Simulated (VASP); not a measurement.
Write the native input for VASP 6.6.1 that does the following.

| Item | Value |
| --- | --- |
| Task | relaxation of cell and atoms |
| Functional | PBEsol |
| Potentials or basis | VASP PAW PBE potentials, release 64 (Cd, Se) |
| Cutoff | 600 eV |
| k mesh | 6 × 6 × 6 |
| Occupations | gaussian, width 0.01 eV |
| Spin | no spin polarisation |
| Target pressure | 4 GPa |
| Dipole correction | no |
| Further INCAR settings | ALGO = Normal; EDIFF = 1e-06; IBRION = 2; EDIFFG = -0.002; NSW = 100; ISIF = 3 |

The structure of CdSe lies in POSCAR:

```
CdSe
1.0
    3.0413144136      3.0413144136      0.0000000000
   -3.0413144136      3.0413144136      0.0000000000
    0.0000000000      3.0413144136      3.0413144136
Cd Se
1 1
Direct
    0.0000000000      0.0000000000      0.0000000000
    0.7500000000      0.2500000000      0.5000000000
```

The input as run:

INCAR

```
PREC = Accurate
ENCUT = 600
EDIFF = 1E-6
ISMEAR = 0
SIGMA = 0.01
LREAL = F
LASPH = T
NELM = 60
ALGO = Normal
ISIF = 3
LWAVE = F
LCHARG = F
GGA = PS
IBRION = 2
NSW = 100
EDIFFG = -0.002
PSTRESS = 40.0
```

KPOINTS

```
Automatic mesh
0
Gamma
  6 6 6
```

Potentials or basis: VASP PAW PBE potentials, release 64 (Cd, Se).

The run is started by

```console
$ cat potpaw_PBE.64/Cd/POTCAR potpaw_PBE.64/Se/POTCAR > POTCAR
$ mpirun -np 1 vasp_std > vasp.out
```

Results of the run:

| Quantity | Value |
| --- | --- |
| Relaxed volume | 26.49 Å³/atom |
| Relaxed cell | a = 4.216 Å, b = 4.216 Å, c = 4.216 Å, α = 60.00°, β = 60.00°, γ = 90.00° |
| Space group after relaxing (to 0.05 Å) | F-43m (No. 216) |
| Energy change on relaxing (the enthalpy is what falls) | +20.9 meV/atom |
| Ionic steps | 3 |
| Pressure after relaxing | 4.0 GPa |
| Band gap on the k mesh | 0.60 eV, direct |

Caveat: the cell is relaxed towards a set pressure, so the enthalpy falls and the energy may rise; the PAW data sets were made with another functional, which shifts forces and pressure a little.

It took 33 s on 1 thread of Intel(R) Xeon(R) 6975P-C (Granite Rapids), with other jobs on the host, peak memory 0.22 GiB.
